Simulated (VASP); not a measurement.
Crystal: CoO.

```
CELL_PARAMETERS angstrom
-1.47722 1.47722 2.06423
1.47722 -1.47722 2.06423
1.47722 1.47722 -2.06423
ATOMIC_POSITIONS crystal
Co 0.00000 0.00000 0.00000
O 0.50000 0.50000 0.00000
```

Base run:

- Program: VASP 6.6.1
- Functional: LDA
- Potentials or basis: VASP PAW LDA potentials, release 64 (Co_sv, O)
- Cutoff: 600 eV
- k mesh: 12 × 12 × 12
- Occupations: fermi-dirac, width 0.05 eV
- Spin: collinear spin, ferromagnetic start
- Starting moments: [2.0, 0.0] μB

Its results: pressure -14.5 GPa; net moment 2.39 μB per cell; site moments Co +2.08; O +0.22 μB.

Question: The run is repeated on the same cell with these changes: potentials or basis from VASP PAW LDA potentials, release 64 (Co_sv, O) to VASP PAW LDA potentials, release 64 (Co, O); cutoff from 600 eV to 520 eV; further incar settings from ALGO = Normal; EDIFF = 1e-06; NBANDS = 22 to ALGO = Normal; EDIFF = 1e-06; NBANDS = 18; valence electrons from 23 to 15. What comes out?

Answer: Pressure -12.3 GPa; net moment 2.36 μB per cell; site moments Co +2.10; O +0.22 μB.

Caveats: a cell with one magnetic atom can't hold antiferromagnetic order, which such compounds often take.
